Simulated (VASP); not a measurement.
# Al2Cu (P4/mmm) in VASP: further runs

Al2Cu is run at these levels: PBEsol; tasks: relaxation of cell and atoms.

Everything below comes from runs of VASP 6.6.1. Logs are shortened: lines on timing, memory, paths and dates and some standing lists are left out, and cuts for length are marked.

### Step 1. The cell of the first run

Symmetry: P4/mmm, No. 123, tetragonal system. The conventional cell has a = 4.085 Å, b = 4.085 Å, c = 2.846 Å, α = 90.00°, β = 90.00°, γ = 90.00°. Within 3.3 Å of Al (site symmetry mmm) lie 4 Cu at 2.49 Å and 6 Al at 2.85 to 2.89 Å. Cu (site symmetry 4/mmm) has 8 Al at 2.49 Å and 2 Cu at 2.85 Å within 3.3 Å.

### Step 2. Relaxation of cell and atoms, PBEsol

INCAR

```
SYSTEM = Al2Cu
ALGO     = Fast           ! electronic algorithm
EDIFF    = 1E-6           ! SCF threshold, eV
EDIFFG   = -0.001         ! ionic threshold
ENCUT    = 600            ! plane-wave cutoff, eV
GGA      = PS             ! functional
IBRION   = 2              ! ionic algorithm
ISIF     = 3              ! what is computed and relaxed
ISMEAR   = -1             ! smearing method
LASPH    = .TRUE.         ! aspherical terms in the spheres
LCHARG   = .FALSE.        ! write CHGCAR
LREAL    = .FALSE.        ! projectors in reciprocal space
LWAVE    = .FALSE.        ! write WAVECAR
NELM     = 80             ! most SCF steps
NSW      = 80             ! ionic steps
PREC     = Accurate       ! precision mode
SIGMA    = 0.15           ! smearing width, eV
```

KPOINTS

```
k-points
0
G
  10 10 14
  0 0 0
```

POSCAR

```
Al2Cu
1.0
    4.0848572963      0.0000000000      0.0000000000
    0.0000000000      4.0848572963      0.0000000000
    0.0000000000      0.0000000000      2.8464075254
Al Cu
2 1
Direct
    0.5000000000      0.0000000000      0.5000000000
    0.0000000000      0.5000000000      0.5000000000
    0.0000000000      0.0000000000      0.0000000000
```

Potentials or basis: VASP PAW PBE potentials, release 64 (Al, Cu).

The run is started by

```bash
cat potpaw_PBE.64/Al/POTCAR potpaw_PBE.64/Cu/POTCAR > POTCAR
mpirun -np 1 vasp_std > vasp.out
```

OUTCAR:

```text
SYSTEM = Al2Cu
   EDIFF = 1E-6
   EDIFFG = -0.001
   ENCUT = 600
   GGA = PS
   IBRION = 2
   ISIF = 3
   ISMEAR = -1
   LASPH = .TRUE.
   LREAL = .FALSE.
   NELM = 80
   NSW = 80
   PREC = Accurate

 ion  position               nearest neighbor table
   1  0.500  0.000  0.500-   3 2.49   3 2.49   3 2.49   3 2.49   2 2.89   2 2.89   2 2.89   2 2.89

   2  0.000  0.500  0.500-   3 2.49   3 2.49   3 2.49   3 2.49   1 2.89   1 2.89   1 2.89   1 2.89

   3  0.000  0.000  0.000-   1 2.49   2 2.49   1 2.49   2 2.49   2 2.49   2 2.49   1 2.49   1 2.49

  LATTYP: Found a simple tetragonal cell.
 ALAT       =     4.0848572963
 C/A-ratio  =     0.6968193303

  Lattice vectors:

 A1 = (   4.0848572963,   0.0000000000,   0.0000000000)
 A2 = (   0.0000000000,   4.0848572963,   0.0000000000)
 A3 = (   0.0000000000,   0.0000000000,   2.8464075254)

Analysis of symmetry for initial positions (statically):
=====================================================================
 Subroutine PRICEL returns:
 Original cell was already a primitive cell.

 Routine SETGRP: Setting up the symmetry group for a
 simple tetragonal supercell.

 Subroutine GETGRP returns: Found 16 space group operations
 (whereof 16 operations were pure point group operations)
 out of a pool of 16 trial point group operations.

The static configuration has the point symmetry D_4h.

Analysis of symmetry for dynamics (positions and initial velocities):
=====================================================================
 Subroutine PRICEL returns:
 Original cell was already a primitive cell.

 Routine SETGRP: Setting up the symmetry group for a
 simple tetragonal supercell.

 Subroutine GETGRP returns: Found 16 space group operations
 (whereof 16 operations were pure point group operations)
 out of a pool of 16 trial point group operations.

The dynamic configuration has the point symmetry D_4h.

 Subroutine INISYM returns: Found 16 space group operations
 (whereof 16 operations are pure point group operations),
 and found     1 'primitive' translations

----------------------------------------------------------------------------------------

                                     Primitive cell

  volume of cell :      47.4953

  direct lattice vectors                    reciprocal lattice vectors
     4.084857296  0.000000000  0.000000000     0.244806594  0.000000000  0.000000000
     0.000000000  4.084857296  0.000000000     0.000000000  0.244806594  0.000000000
     0.000000000  0.000000000  2.846407525     0.000000000  0.000000000  0.351320038

  length of vectors
     4.084857296  4.084857296  2.846407525     0.244806594  0.244806594  0.351320038

  position of ions in fractional coordinates (direct lattice)
     0.500000000  0.000000000  0.500000000
     0.000000000  0.500000000  0.500000000
     0.000000000  0.000000000  0.000000000

  ion indices of the primitive-cell ions
   primitive index   ion index
                 1           1
                 2           2
                 3           3

----------------------------------------------------------------------------------------

 KPOINTS: k-points

Automatic generation of k-mesh.
 Grid dimensions read from file:
 generate k-points for:   10   10   14

 Generating k-lattice:

  Cartesian coordinates                     Fractional coordinates (reciprocal lattice)
     0.024480659  0.000000000  0.000000000     0.100000000  0.000000000  0.000000000
     0.000000000  0.024480659  0.000000000     0.000000000  0.100000000  0.000000000
     0.000000000  0.000000000  0.025094288     0.000000000  0.000000000  0.071428571

  Length of vectors
     0.024480659  0.024480659  0.025094288

  Shift w.r.t. Gamma in fractional coordinates (k-lattice)
     0.000000000  0.000000000  0.000000000

 Subroutine IBZKPT returns following result:
 ===========================================

 Found    168 irreducible k-points:

 Following reciprocal coordinates:
            Coordinates               Weight
  0.000000  0.000000  0.000000      1.000000
  0.100000  0.000000  0.000000      4.000000
  0.200000  0.000000  0.000000      4.000000
  0.300000  0.000000  0.000000      4.000000
  0.400000  0.000000  0.000000      4.000000
  0.500000  0.000000  0.000000      2.000000
[... 16 lines left out ...]
  0.100000  0.000000  0.071429      8.000000
  0.200000  0.000000  0.071429      8.000000
 [... further k-points ...]
   k-points           NKPTS =    168   k-points in BZ     NKDIM =    168   number of bands    NBANDS=     12
   number of dos      NEDOS =    301   number of ions     NIONS =      3
   total plane-waves  NPLWV =  31104
   dimension x,y,z NGX =    36 NGY =   36 NGZ =   24
   dimension x,y,z NGXF=    72 NGYF=   72 NGZF=   48
   ions per type =               2   1
   NGX,Y,Z   is equivalent  to a cutoff of  14.65, 14.65, 14.02 a.u.
   NGXF,Y,Z  is equivalent  to a cutoff of  29.30, 29.30, 28.03 a.u.
 SYSTEM =  Al2Cu
   PREC   = accura    normal or accurate (medium, high low for compatibility)
   ISTART =      0    job   : 0-new  1-cont  2-samecut
   ICHARG =      2    charge: 1-file 2-atom 10-const
   ISPIN  =      1    spin polarized calculation?
   LNONCOLLINEAR =      F non collinear calculations
   LSORBIT =      F    spin-orbit coupling
   LASPH  =      T    aspherical Exc in radial PAW
   ENCUT  =  600.0 eV  44.10 Ry    6.64 a.u.   8.16  8.16  5.68*2*pi/ulx,y,z
   NELM   =     80;   NELMIN=  2; NELMDL= -5     # of ELM steps
   EDIFF  = 0.1E-05   stopping-criterion for ELM
   LREAL  =      F    real-space projection
   EDIFFG = -.1E-02   stopping-criterion for IOM
   NSW    =     80    number of steps for IOM
   IBRION =      2    ionic relax: 0-MD 1-quasi-New 2-CG
   NFREE  =      1    steps in history (QN), initial steepest desc. (CG)
   ISIF   =      3    stress and relaxation
   ISYM   =      2    0-nonsym 1-usesym 2-fastsym
   POTIM  = 0.5000    time-step for ionic-motion
   TEBEG  =    0.0;   TEEND  =   0.0 temperature during run
   PSTRESS=    0.0 pullay stress
   NELECT =      17.0000    total number of electrons
   NUPDOWN=      -1.0000    fix difference up-down
   EMIN   =  10.00;   EMAX   =-10.00  energy-range for DOS
   EFERMI =   0.00;   METHOD = LEGACY
   ISMEAR =    -1;   SIGMA  =   0.15  broadening in eV -4-tet -1-fermi 0-gaus
   EFERMI_NEDOS =   21; number of points for ismear=-14 and -15
   IALGO  =     68    algorithm
   IMIX   =      4    mixing-type and parameters
     AMIX     =   0.40;   BMIX     =  1.00
     AMIX_MAG =   1.60;   BMIX_MAG =  1.00
  volume/ion in A,a.u.               =      15.83       106.84
  Fermi-wavevector in a.u.,A,eV,Ry     =   1.162361  2.196543 18.382586  1.351082
  Thomas-Fermi vector in A             =   2.298922
   LORBIT       =      0    0 simple, 1 ext, 2 COOP (PROOUT), +10 PAW based schemes
   GGA     = PS    functional components
   LHFCALC =     F    Hartree Fock is set to
   AEXX    =    0.0000 exact exchange contribution
   IVDW    =     0    specifies the selected vdW correction
   LEPSILON=     F    determine dielectric tensor
   LRPA    =     F    only Hartree local field effects (RPA)
 conjugate gradient relaxation of ions
 non-spin polarized calculation
 RMM-DIIS sequential band-by-band and
  energy-cutoff  :      600.00
  volume of cell :       47.50
 maximum number of plane-waves:      1616
 NGX is ok and might be reduce to    36
   NGX = 17   NGY = 17   NGZ = 11

--------------------------------------- Ionic step        1  -------------------------------------------

 number of electron      16.9999992 magnetization

 Free energy of the ion-electron system (eV)
  ---------------------------------------------------
  ext. energy  EPLUGINS =         0.00000000
  ---------------------------------------------------
  free energy    TOTEN  =       -12.60009779 eV

  energy without entropy =      -12.53399044  energy(sigma->0) =      -12.56704411

------------------------ aborting loop because EDIFF is reached ----------------------------------------

  FORCE on cell =-STRESS in cart. coord.  units (eV):
  Direction    XX          YY          ZZ          XY          YZ          ZX
  --------------------------------------------------------------------------------------
  -------------------------------------------------------------------------------------
  Total       -0.0010317     -0.0010317     -0.0501222      0.0000000     -0.0000000      0.0000000
  in kB       -0.0348026     -0.0348026     -1.6907916      0.0000000     -0.0000000      0.0000000
  external PRESSURE =      -0.5867989 kB  Pullay stress =       0.0000000 kB
[... 92 lines left out ...]
  FREE ENERGIE OF THE ION-ELECTRON SYSTEM (eV)
  ---------------------------------------------------
  free  energy   TOTEN  =       -12.6000783162 eV

  energy  without entropy=      -12.5339755010  energy(sigma->0) =      -12.56702691

[... ionic steps 4 to 46 ...]

--------------------------------------- Ionic step       47  -------------------------------------------

 number of electron      16.9999993 magnetization

------------------------ aborting loop because EDIFF is reached ----------------------------------------

  FORCE on cell =-STRESS in cart. coord.  units (eV):
  Direction    XX          YY          ZZ          XY          YZ          ZX
  --------------------------------------------------------------------------------------
  -------------------------------------------------------------------------------------
  Total       -0.0154249     -0.0154249      0.0022963      0.0000000      0.0000000      0.0000000
  in kB       -0.5181109     -0.5181109      0.0771321      0.0000000      0.0000000      0.0000000
  external PRESSURE =      -0.3196966 kB  Pullay stress =       0.0000000 kB
[... 59 lines left out ...]
  energy  without entropy=      -12.5337077515  energy(sigma->0) =      -12.56705218

--------------------------------------- Ionic step       49  -------------------------------------------

 number of electron      16.9999993 magnetization

 Free energy of the ion-electron system (eV)
  ---------------------------------------------------
  ext. energy  EPLUGINS =         0.00000000
  ---------------------------------------------------
  free energy    TOTEN  =       -12.60039640 eV

  energy without entropy =      -12.53373175  energy(sigma->0) =      -12.56706408

 E-fermi :   7.2638     XC(G=0): -10.5734

 val. band max:        7.2316522024   @ k =   0.3000   0.1000   0.2857
 cond. band min:       7.2664533946   @ k =   0.4000   0.4000   0.4286
 fundamental gap:      0.0348011922
 Fermi energy:         7.2637572291

 k-point     1 :       0.0000    0.0000    0.0000
  band No.  band energies     occupation
      1      -3.3909      2.00000
      2       1.7516      2.00000
      3       2.2652      2.00000
      4       2.9480      2.00000
      5       3.1713      2.00000
      6       3.1713      2.00000
      7       4.8082      2.00000
      8       4.8082      2.00000
      9       7.1636      1.32209
     10       8.0938      0.00787
     11      13.4031      0.00000
     12      13.4031      0.00000
[... 331 lines left out ...]
 k-point    24 :       0.2000    0.0000    0.0714
  band No.  band energies     occupation
      1      -2.9606      2.00000
      2       1.4797      2.00000
      3       2.2380      2.00000
      4       2.8689      2.00000
      5       3.0174      2.00000
      6       3.0889      2.00000
      7       3.5956      2.00000
      8       5.3315      1.99999
      9       7.8007      0.05426
     10      10.2373      0.00000
     11      11.1077      0.00000
     12      11.5787      0.00000

 [... further k-points ...]

------------------------ aborting loop because EDIFF is reached ----------------------------------------

  FORCE on cell =-STRESS in cart. coord.  units (eV):
  Direction    XX          YY          ZZ          XY          YZ          ZX
  --------------------------------------------------------------------------------------
  -------------------------------------------------------------------------------------
  Total       -0.0002631     -0.0002631     -0.0020160      0.0000000      0.0000000      0.0000000
  in kB       -0.0088362     -0.0088362     -0.0677133      0.0000000      0.0000000      0.0000000
  external PRESSURE =      -0.0284619 kB  Pullay stress =       0.0000000 kB
[... 18 lines left out ...]
  FREE ENERGIE OF THE ION-ELECTRON SYSTEM (eV)
  ---------------------------------------------------
  free  energy   TOTEN  =       -12.6003964019 eV

  energy  without entropy=      -12.5337317514  energy(sigma->0) =      -12.56706408

 reached required accuracy - stopping structural energy minimisation
```

It took 13 min on 1 thread of Intel Xeon Platinum 8488C (Sapphire Rapids), shared host; peak memory 0.29 GiB.

Results:

- Free energy: -12.6004 eV
- Relaxed volume: 15.90 Å³/atom
- Relaxed cell: a = 4.093 Å, b = 4.093 Å, c = 2.847 Å, α = 90.00°, β = 90.00°, γ = 90.00°
- Space group after relaxing (to 0.1 Å): P4/mmm (No. 123)
- Energy gained by relaxing: 0.1 meV/atom
- Ionic steps: 49
- Pressure after relaxing: 0.0 GPa
- Band gap on the k mesh: zero (an odd number of electrons rules out a gap without spin polarisation)

The path:
| step | energy change (eV) | largest force (eV/Å) | pressure (GPa) | volume (Å³) |
| --- | --- | --- | --- | --- |
| 1 | 0.0000 | 0.0000 | -0.06 | 47.50 |
| 3 | 0.0000 | 0.0000 | 0.51 | 47.49 |
| 5 | 0.0000 | 0.0000 | 0.22 | 47.49 |
| 7 | 0.0000 | 0.0000 | 0.35 | 47.50 |
| 9 | 0.0000 | 0.0000 | 0.40 | 47.50 |
| 11 | 0.0000 | 0.0000 | 0.42 | 47.50 |
| 13 | 0.0000 | 0.0000 | 0.42 | 47.50 |
| 15 | 0.0000 | 0.0000 | 0.42 | 47.50 |
| 17 | 0.0000 | 0.0000 | 0.42 | 47.50 |
| 19 | 0.0000 | 0.0000 | 0.42 | 47.50 |
| 21 | 0.0000 | 0.0000 | 0.31 | 47.51 |
| 23 | -0.0001 | 0.0000 | 0.34 | 47.54 |
| 25 | -0.0003 | 0.0000 | 0.09 | 47.66 |
| 27 | -0.0003 | 0.0000 | -0.09 | 47.71 |
| 29 | -0.0003 | 0.0000 | -0.05 | 47.69 |
| 31 | -0.0003 | 0.0000 | -0.11 | 47.69 |
| 33 | -0.0003 | 0.0000 | -0.01 | 47.68 |
| 35 | -0.0003 | 0.0000 | -0.08 | 47.69 |
| 37 | -0.0003 | 0.0000 | 0.13 | 47.69 |
| 39 | -0.0003 | 0.0000 | -0.04 | 47.70 |
| 41 | -0.0003 | 0.0000 | -0.06 | 47.70 |
| 43 | -0.0003 | 0.0000 | 0.01 | 47.70 |
| 45 | -0.0003 | 0.0000 | -0.01 | 47.70 |
| 47 | -0.0003 | 0.0000 | -0.03 | 47.70 |
| 49 | -0.0003 | 0.0000 | 0.00 | 47.70 |

Final structure:
```cif
data_structure
_symmetry_space_group_name_H-M 'P 1'
_symmetry_Int_Tables_number 1
_cell_length_a 4.0932
_cell_length_b 4.0932
_cell_length_c 2.8470
_cell_angle_alpha 90.000
_cell_angle_beta 90.000
_cell_angle_gamma 90.000
_cell_volume 47.70
loop_
_atom_site_label
_atom_site_type_symbol
_atom_site_fract_x
_atom_site_fract_y
_atom_site_fract_z
_atom_site_occupancy
Al1 Al 0.50000 0.00000 0.50000 1
Al2 Al 0.00000 0.50000 0.50000 1
Cu1 Cu 0.00000 0.00000 0.00000 1
```

Levels at points of the mesh, in eV from the Fermi level:
| k point | band 5 | band 6 | band 7 | band 8 | band 9 | band 10 | band 11 | band 12 |
| --- | --- | --- | --- | --- | --- | --- | --- | --- |
| (0.00, 0.00, 0.00) | -4.09 | -4.09 | -2.46 | -2.46 | -0.10 | 0.83 | 6.14 | 6.14 |
| (0.50, 0.00, 0.00) | -4.40 | -4.12 | -4.09 | -1.14 | 1.54 | 1.69 | 1.89 | 7.75 |
| (0.50, 0.50, 0.00) | -4.44 | -4.28 | -4.11 | -4.11 | -2.46 | 8.57 | 8.57 | 9.64 |
| (0.00, 0.00, 0.50) | -4.84 | -4.12 | -2.99 | 2.50 | 2.64 | 2.64 | 2.73 | 2.73 |
| (0.50, 0.00, 0.50) | -4.21 | -4.19 | -3.10 | -2.44 | -1.63 | 3.75 | 3.98 | 4.48 |
| (0.50, 0.50, 0.50) | -3.97 | -3.48 | -2.30 | -2.30 | -0.82 | -0.81 | 0.05 | 0.05 |

Caveat: the PAW data sets were made with another functional, which shifts forces and pressure a little.

(Continued in part 2 of 2.)
